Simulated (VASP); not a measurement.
# H5C2O2 in VASP: notebook

H5C2O2 is run at these levels: PBE+D3(BJ); tasks: single point.

Program: VASP 6.6.1. These are calculated values, not measurements. Logs are shortened: lines on timing, memory, paths and dates and some standing lists are left out, and cuts for length are marked.

### Step 1. The cell of the first run

The cell holds a disordered packing, 36 atoms: a = 7.937 Å, b = 7.937 Å, c = 7.937 Å, α = 90.00°, β = 90.00°, γ = 90.00°.

### Step 2. Single point, PBE+D3(BJ)

Input file INCAR:

```
  ALGO = Normal
  EDIFF = 1E-7
  ENCUT = 520
  GGA = PE
  ISIF = 2
  ISMEAR = -1
  IVDW = 12
  LASPH = T
  LCHARG = F
  LREAL = Auto
  LWAVE = F
  NBANDS = 74
  NELM = 80
  PREC = Accurate
  SIGMA = 0.05
```

Input file KPOINTS:

```
k-points
0
Gamma
  1 1 1
```

Input file POSCAR:

```
H5C2O2
1.0
    7.9370050000      0.0000000000      0.0000000000
    0.0000000000      7.9370050000      0.0000000000
    0.0000000000      0.0000000000      7.9370050000
C O H
8 8 20
Direct
    0.7263930435      0.3561905435      0.0528307026
    0.8865025209      0.6830895306      0.4924367564
    0.4319664060      0.5537322226      0.5798097093
    0.2001020862      0.6285132934      1.0530101440
    0.1460941098      0.1413989308      0.9724146945
    0.5665865479      0.8689908002      0.0895269741
    0.2550862369      0.1095780225      0.5222913551
    0.7455392703      0.1537484207      0.5147370071
    0.5723232544      0.3368210527      0.1459325372
    1.0586341609      0.7275036008      0.4660454588
    0.5355448470      0.5085615542      0.6834211752
    0.1594931235      0.5462738235      1.1765710399
    0.1761714945      0.0477600818      1.0900461900
    0.5210510671      0.7252680920      0.1166807323
    0.1182905670      0.1761608198      0.5392506713
    0.6928826872      0.0715627958      0.6323906991
    0.7404107884      0.2452472416     -0.0293453268
    0.5333286212      0.4512245929      0.1678236850
    0.7224289140      0.4683699653     -0.0287897825
    0.8360126834      0.3652614472      0.1383352592
    0.8318628149      0.7737701528      0.5814287693
    1.0976892213      0.6624832960      0.3681094853
    0.8124926204      0.6889189823      0.3746398165
    0.8725523536      0.5553185654      0.5459525805
    0.4591349347      0.5519305205      0.4412851521
    0.3027775466      0.5981381972      0.6153920950
    0.1883473873      0.7681470612      1.0502199706
    0.2470525005      0.5647191854      0.9365799480
    0.1672966408      0.2803364898      0.9814969834
    0.0951979555      0.0935815929      0.8498076593
    0.5036340543      0.9507114184     -0.0054134635
    0.6747056928      0.9252690769      0.1592642513
    0.3185921675      0.0969402637      0.3969074886
    0.3268157788      0.0592442810      0.6333698556
    0.7572347087      0.2938787329      0.5216642342
    0.7830263924      0.0956233515      0.3917071921
```

Potentials or basis: VASP PAW PBE potentials, release 64 (C, O, H).

Started as:

```sh
cat potpaw_PBE.64/C/POTCAR potpaw_PBE.64/O/POTCAR potpaw_PBE.64/H/POTCAR > POTCAR
mpirun -np 1 vasp_gam > vasp.out
```

OUTCAR:

```text
EDIFF = 1E-7
   ENCUT = 520
   GGA = PE
   ISIF = 2
   ISMEAR = -1
   IVDW = 12
   LASPH = T
   LREAL = Auto
   NELM = 80
   PREC = Accurate
 IVDW          = 12

 ion  position               nearest neighbor table
   1  0.726  0.356  0.053-  17 1.10  19 1.10  20 1.11   9 1.44
   2  0.887  0.683  0.492-  21 1.10  24 1.11  23 1.11  10 1.43
   3  0.432  0.554  0.580-  26 1.12  25 1.12  11 1.22
   4  0.200  0.629  0.053-  27 1.11  28 1.12  12 1.22
   5  0.146  0.141  0.972-  29 1.12  30 1.12  13 1.22
   6  0.567  0.869  0.090-  31 1.11  32 1.11  14 1.22
   7  0.255  0.110  0.522-  33 1.12  34 1.12  15 1.22
   8  0.746  0.154  0.515-  35 1.12  36 1.12  16 1.21
   9  0.572  0.337  0.146-  18 0.97   1 1.44
  10  0.059  0.728  0.466-  22 0.98   2 1.43
  11  0.536  0.509  0.683-   3 1.22
  12  0.159  0.546  0.177-   4 1.22
  13  0.176  0.048  0.090-   5 1.22
  14  0.521  0.725  0.117-   6 1.22
  15  0.118  0.176  0.539-   7 1.22
  16  0.693  0.072  0.632-   8 1.21
[... 18 lines left out ...]
  35  0.757  0.294  0.522-   8 1.12
  36  0.783  0.096  0.392-   8 1.12

  LATTYP: Found a simple cubic cell.
 ALAT       =     7.9370050000

  Lattice vectors:

 A1 = (   7.9370050000,   0.0000000000,   0.0000000000)
 A2 = (   0.0000000000,   7.9370050000,   0.0000000000)
 A3 = (   0.0000000000,   0.0000000000,   7.9370050000)

Analysis of symmetry for initial positions (statically):
=====================================================================
 Subroutine PRICEL returns:
 Original cell was already a primitive cell.

 Routine SETGRP: Setting up the symmetry group for a
 simple cubic supercell.

 Subroutine GETGRP returns: Found  1 space group operations
 (whereof  1 operations were pure point group operations)
 out of a pool of 48 trial point group operations.

The static configuration has the point symmetry C_1 .

Analysis of symmetry for dynamics (positions and initial velocities):
=====================================================================
 Subroutine PRICEL returns:
 Original cell was already a primitive cell.

 Routine SETGRP: Setting up the symmetry group for a
 simple cubic supercell.

 Subroutine GETGRP returns: Found  1 space group operations
 (whereof  1 operations were pure point group operations)
 out of a pool of 48 trial point group operations.

The dynamic configuration has the point symmetry C_1 .

 Subroutine INISYM returns: Found  1 space group operations
 (whereof  1 operations are pure point group operations),
 and found     1 'primitive' translations

----------------------------------------------------------------------------------------

                                     Primitive cell

  volume of cell :     500.0000

  direct lattice vectors                    reciprocal lattice vectors
     7.937005000  0.000000000  0.000000000     0.125992109  0.000000000  0.000000000
     0.000000000  7.937005000  0.000000000     0.000000000  0.125992109  0.000000000
     0.000000000  0.000000000  7.937005000     0.000000000  0.000000000  0.125992109

  length of vectors
     7.937005000  7.937005000  7.937005000     0.125992109  0.125992109  0.125992109

  position of ions in fractional coordinates (direct lattice)
     0.726393044  0.356190543  0.052830703
     0.886502521  0.683089531  0.492436756
     0.431966406  0.553732223  0.579809709
     0.200102086  0.628513293  0.053010144
     0.146094110  0.141398931  0.972414695
     0.566586548  0.868990800  0.089526974
[... 28 lines left out ...]
     0.757234709  0.293878733  0.521664234
     0.783026392  0.095623352  0.391707192

  ion indices of the primitive-cell ions
   primitive index   ion index
                 1           1
                 2           2
                 3           3
                 4           4
                 5           5
                 6           6
[... 28 lines left out ...]
                35          35
                36          36

----------------------------------------------------------------------------------------

 KPOINTS: k-points

Automatic generation of k-mesh.
 Grid dimensions read from file:
 generate k-points for:    1    1    1

 Generating k-lattice:

  Cartesian coordinates                     Fractional coordinates (reciprocal lattice)
     0.125992109  0.000000000  0.000000000     1.000000000  0.000000000  0.000000000
     0.000000000  0.125992109  0.000000000     0.000000000  1.000000000  0.000000000
     0.000000000  0.000000000  0.125992109     0.000000000  0.000000000  1.000000000

  Length of vectors
     0.125992109  0.125992109  0.125992109

  Shift w.r.t. Gamma in fractional coordinates (k-lattice)
     0.000000000  0.000000000  0.000000000

 Subroutine IBZKPT returns following result:
 ===========================================

 Found      1 irreducible k-points:

 Following reciprocal coordinates:
            Coordinates               Weight
  0.000000  0.000000  0.000000      1.000000
   k-points           NKPTS =      1   k-points in BZ     NKDIM =      1   number of bands    NBANDS=     74
   number of dos      NEDOS =    301   number of ions     NIONS =     36
   total plane-waves  NPLWV = 216000
   dimension x,y,z NGX =    60 NGY =   60 NGZ =   60
   dimension x,y,z NGXF=   120 NGYF=  120 NGZF=  120
   ions per type =               8   8  20
   NGX,Y,Z   is equivalent  to a cutoff of  12.57, 12.57, 12.57 a.u.
   NGXF,Y,Z  is equivalent  to a cutoff of  25.13, 25.13, 25.13 a.u.
 SYSTEM =  unknown system
   PREC   = accura    normal or accurate (medium, high low for compatibility)
   ISTART =      0    job   : 0-new  1-cont  2-samecut
   ICHARG =      2    charge: 1-file 2-atom 10-const
   ISPIN  =      1    spin polarized calculation?
   LNONCOLLINEAR =      F non collinear calculations
   LSORBIT =      F    spin-orbit coupling
   LASPH  =      T    aspherical Exc in radial PAW
   ENCUT  =  520.0 eV  38.22 Ry    6.18 a.u.  14.76 14.76 14.76*2*pi/ulx,y,z
   NELM   =     80;   NELMIN=  2; NELMDL= -5     # of ELM steps
   EDIFF  = 0.1E-06   stopping-criterion for ELM
   LREAL  =      T    real-space projection
   EDIFFG = 0.1E-05   stopping-criterion for IOM
   NSW    =      0    number of steps for IOM
   IBRION =     -1    ionic relax: 0-MD 1-quasi-New 2-CG
   NFREE  =      0    steps in history (QN), initial steepest desc. (CG)
   ISIF   =      2    stress and relaxation
   ISYM   =      2    0-nonsym 1-usesym 2-fastsym
   POTIM  = 0.5000    time-step for ionic-motion
   TEBEG  =    0.0;   TEEND  =   0.0 temperature during run
   PSTRESS=    0.0 pullay stress
   NELECT =     100.0000    total number of electrons
   NUPDOWN=      -1.0000    fix difference up-down
   EMIN   =  10.00;   EMAX   =-10.00  energy-range for DOS
   EFERMI =   0.00;   METHOD = LEGACY
   ISMEAR =    -1;   SIGMA  =   0.05  broadening in eV -4-tet -1-fermi 0-gaus
   EFERMI_NEDOS =   21; number of points for ismear=-14 and -15
   IALGO  =     38    algorithm
   IMIX   =      4    mixing-type and parameters
     AMIX     =   0.40;   BMIX     =  1.00
     AMIX_MAG =   1.60;   BMIX_MAG =  1.00
  volume/ion in A,a.u.               =      13.89        93.73
  Fermi-wavevector in a.u.,A,eV,Ry     =   0.957381  1.809188 12.470808  0.916579
  Thomas-Fermi vector in A             =   2.086394
   LORBIT       =      0    0 simple, 1 ext, 2 COOP (PROOUT), +10 PAW based schemes
   GGA     = PE    functional components
   LHFCALC =     F    Hartree Fock is set to
   AEXX    =    0.0000 exact exchange contribution
   IVDW    =    12    specifies the selected vdW correction
   LEPSILON=     F    determine dielectric tensor
   LRPA    =     F    only Hartree local field effects (RPA)
 non-spin polarized calculation
  energy-cutoff  :      520.00
  volume of cell :      500.00
 maximum number of plane-waves:      6699
 NGX is ok and might be reduce to    60
   NGX = 29   NGY = 29   NGZ = 29

 number of electron     100.0000000 magnetization

 number of electron      99.9999998 magnetization

 Free energy of the ion-electron system (eV)
  ---------------------------------------------------
  ext. energy  EPLUGINS =         0.00000000
  ---------------------------------------------------
  free energy    TOTEN  =      -194.59617802 eV

  energy without entropy =     -194.59617802  energy(sigma->0) =     -194.59617802

 E-fermi :  -1.7398     XC(G=0):  -6.1667

 val. band max:       -2.9844065924   @ k =   0.0000   0.0000   0.0000
 cond. band min:      -0.2570910488   @ k =   0.0000   0.0000   0.0000
 fundamental gap:      2.7273155436
 Fermi energy:        -1.7398081329

 k-point     1 :       0.0000    0.0000    0.0000
  band No.  band energies     occupation
      1     -24.3658      2.00000
      2     -23.9790      2.00000
      3     -23.9037      2.00000
      4     -23.7061      2.00000
      5     -23.6962      2.00000
      6     -23.5900      2.00000
[... 54 lines left out ...]
     61       3.7647      0.00000
     62       3.9028      0.00000
 [bands above 62 left out]

------------------------ aborting loop because EDIFF is reached ----------------------------------------

 Edisp (eV)   -1.23740

 E8    (eV) :    -0.2742

  FORCE on cell =-STRESS in cart. coord.  units (eV):
  Direction    XX          YY          ZZ          XY          YZ          ZX
  --------------------------------------------------------------------------------------
  -------------------------------------------------------------------------------------
  Total      -1.63068    -1.71287    -1.94877    -0.01199    -0.71002    -0.49440
  in kB      -5.22529    -5.48863    -6.24456    -0.03841    -2.27515    -1.58423
  external pressure =       -5.65 kB  Pullay stress =        0.00 kB

 VOLUME and BASIS-vectors are now :
 -----------------------------------------------------------------------------
  energy-cutoff  :      520.00
  volume of cell :      500.00
      direct lattice vectors                 reciprocal lattice vectors
     7.937005000  0.000000000  0.000000000     0.125992109  0.000000000  0.000000000
     0.000000000  7.937005000  0.000000000     0.000000000  0.125992109  0.000000000
     0.000000000  0.000000000  7.937005000     0.000000000  0.000000000  0.125992109

 POSITION                                       TOTAL-FORCE (eV/Angst)
 -----------------------------------------------------------------------------------
      5.76539      2.82709      0.41932         0.106569     -0.074804     -0.076861
      7.03617      5.42169      3.90847        -0.066751     -0.015168      0.078357
      3.42852      4.39498      4.60195        -0.286756      0.022755     -0.131609
      1.58821      4.98851      0.42074         0.078948      0.179334     -0.394861
      1.15955      1.12228      7.71806        -0.099348      0.224131     -0.339353
      4.49700      6.89718      0.71058         0.183882      0.422107     -0.066810
[... 28 lines left out ...]
      6.01018      2.33252      4.14045        -0.002999     -0.133900      0.011935
      6.21488      0.75896      3.10898        -0.003580     -0.008834      0.180660
 -----------------------------------------------------------------------------------
    total drift:                                0.015737      0.014306      0.002401

  FREE ENERGIE OF THE ION-ELECTRON SYSTEM (eV)
  ---------------------------------------------------
  free  energy   TOTEN  =      -195.8335745503 eV

  energy  without entropy=     -195.8335745502  energy(sigma->0) =     -195.83357455
```

Wall time 39 s (1 thread of AMD EPYC 9R45 (Zen 5), shared host); peak memory 0.41 GiB.

What came out:

```
Free energy                : -195.8336 eV
Pressure                   : -0.6 GPa
Largest force              : 0.712 eV/Å
Band gap on the k mesh     : 2.73 eV
Dispersion energy per atom : -0.034 eV
```

Forces in eV/Å, atoms in the order of the input:
```
C    0.107 -0.075 -0.077
C   -0.067 -0.015  0.078
C   -0.287  0.023 -0.132
C    0.079  0.179 -0.395
C   -0.099  0.224 -0.339
C    0.184  0.422 -0.067
C    0.387 -0.159 -0.048
C    0.140  0.500 -0.487
O   -0.006  0.128  0.003
O    0.059  0.027  0.018
O    0.070 -0.021  0.084
O   -0.087 -0.199  0.310
O    0.045 -0.121  0.204
O   -0.138 -0.395  0.062
O   -0.195  0.091  0.017
O   -0.149 -0.350  0.290
H    0.023  0.053  0.048
H   -0.097 -0.075  0.051
H    0.002 -0.070  0.016
H   -0.018 -0.011 -0.049
H   -0.006  0.010  0.017
H    0.042 -0.023 -0.082
H    0.001 -0.009 -0.014
H    0.007  0.020 -0.003
H    0.042  0.018  0.109
H    0.130 -0.009 -0.071
H    0.004 -0.031 -0.010
H   -0.006  0.032  0.075
H    0.010 -0.137  0.033
H    0.071  0.063  0.115
H    0.025 -0.017  0.058
H   -0.029  0.005 -0.026
H   -0.176  0.034  0.126
H   -0.059  0.029 -0.104
H   -0.003 -0.134  0.012
H   -0.004 -0.009  0.181
```

Stress tensor (GPa, compression positive):
```
-0.52  0.00 -0.16
 0.00 -0.55 -0.23
-0.16 -0.23 -0.62
```

Caveat: the k points lie up to 0.79 Å⁻¹ apart.

### Step 3. Single point, PBE+D3(BJ)

Input file INCAR:

```
  PREC = Accurate
  ENCUT = 520
  EDIFF = 1E-6
  ISMEAR = -1
  SIGMA = 0.05
  LREAL = Auto
  LASPH = T
  NELM = 100
  ALGO = Normal
  ISIF = 2
  LWAVE = F
  LCHARG = F
  GGA = PE
  IVDW = 12
  NBANDS = 74
```

Input file KPOINTS:

```
regular mesh
0
Gamma
  1 1 1
```

Input file POSCAR:

```
H5C2O2
1.0
    7.9370050000      0.0000000000      0.0000000000
    0.0000000000      7.9370050000      0.0000000000
    0.0000000000      0.0000000000      7.9370050000
C O H
8 8 20
Direct
    0.7449157459      0.3572506254      0.0678593500
    0.8678588460      0.7031997586      0.5184071322
    0.4368902376      0.5789967374      0.5529415693
    0.2126368826      0.6739947877      1.0485441297
    0.1581452954      0.1203980595      0.9705802126
    0.5698749087      0.8577794773      0.0901347549
    0.2447774696      0.0789970524      0.5100664545
    0.7790596075      0.1681364696      0.5290156677
    0.5596569487      0.3269243247      0.1241904220
    1.0389435310      0.7257901438      0.4519336954
    0.5018013722      0.5340427529      0.6877027292
    0.1803325058      0.5501949413      1.1285365198
    0.1839106817      0.0687160963      1.1124095298
    0.5155975081      0.7130775400      0.1090461704
    0.1111628379      0.1396622530      0.5588883968
    0.7121703968      0.1139094659      0.6527525181
    0.7780894683      0.2253242879      0.0186594314
    0.5196670533      0.4381501587      0.1569483703
    0.7149674216      0.4302504534     -0.0460123182
    0.8093985074      0.3895927998      0.1915332043
    0.8347859174      0.8166430536      0.6052030961
    1.0463896646      0.6600096636      0.3516943734
    0.7849560382      0.7027209886      0.4039433010
    0.8603371171      0.5973789862      0.6069543864
    0.5079749855      0.5895170785      0.4407833937
    0.3129769983      0.6288644142      0.5253618966
    0.1689050215      0.8068912644      1.0795633869
    0.2996092355      0.6524879347      0.9405310945
    0.2105202151      0.2446766759      0.9198179918
    0.0836083636      0.0473100370      0.8700637079
    0.5405061481      0.9170587646     -0.0343076513
    0.6525131331      0.9171343599      0.1890007629
    0.2614714240      0.0312460431      0.3878667079
    0.3431143108      0.0573516081      0.6011839478
    0.8024311437      0.3045481262      0.5172354055
    0.8053415615      0.0706311764      0.4313843824
```

Potentials or basis: VASP PAW PBE potentials, release 64 (C, O, H).

Started as:

```sh
cat potpaw_PBE.64/C/POTCAR potpaw_PBE.64/O/POTCAR potpaw_PBE.64/H/POTCAR > POTCAR
mpirun -np 1 vasp_gam > vasp.out
```

Wall time 36 s (1 thread of AMD EPYC 9R45 (Zen 5), shared host); peak memory 0.41 GiB.

Results (log left out):

```
Free energy                : -194.0399 eV
Pressure                   : -0.5 GPa
Largest force              : 3.844 eV/Å
Band gap on the k mesh     : 2.38 eV
Dispersion energy per atom : -0.035 eV
```

Forces on the atoms (eV/Å):
```
C   -2.904 -2.413  0.720
C    0.501  1.841  0.214
C    0.954 -0.038  1.765
C    0.925  1.349 -1.777
C    0.050  0.493 -1.353
C   -0.179 -1.312 -0.390
C   -1.499  0.183  1.580
C    0.181 -0.416 -1.313
O    1.319 -0.239  0.030
O   -0.639  0.643  1.503
O   -1.116  0.365 -1.047
O   -1.308 -1.581  2.018
O   -0.117  0.124 -0.012
O    0.804  0.895  0.635
O    0.212  0.235 -0.191
O   -1.048 -0.608  2.324
H    0.144  1.316  0.696
H   -0.087  0.054 -0.134
H    1.339  0.833  0.392
H    0.169  0.347 -1.765
H    0.404 -0.972 -1.303
H    0.249 -0.797 -1.012
H   -0.158 -0.358  1.000
H   -0.195 -0.507 -0.503
H    1.554 -0.301 -1.573
H   -1.419 -0.012  0.887
H    0.085 -0.682 -0.038
H   -0.363  0.592 -0.388
H   -0.243 -0.605  0.575
H    0.335  0.239  0.760
H    0.300  0.589  0.513
H   -0.365  0.137 -0.468
H    0.235 -0.407 -1.926
H    1.126  0.037  0.678
H    0.299  0.155 -0.484
H    0.456  0.823 -0.612
```

Stress tensor (GPa, compression positive):
```
-0.35  0.58 -1.32
 0.58 -0.85 -1.10
-1.32 -1.10 -0.29
```

Levels at points of the mesh, in eV from the valence-band top:
| k point | band 48 | band 49 | band 50 | band 51 | band 52 | band 53 |
| --- | --- | --- | --- | --- | --- | --- |
| (0.00, 0.00, 0.00) | -0.20 | -0.16 | 0.00 | 2.38 | 2.78 | 2.92 |

Caveat: the k points lie up to 0.79 Å⁻¹ apart.

(Part 1 of 2 ends here.)
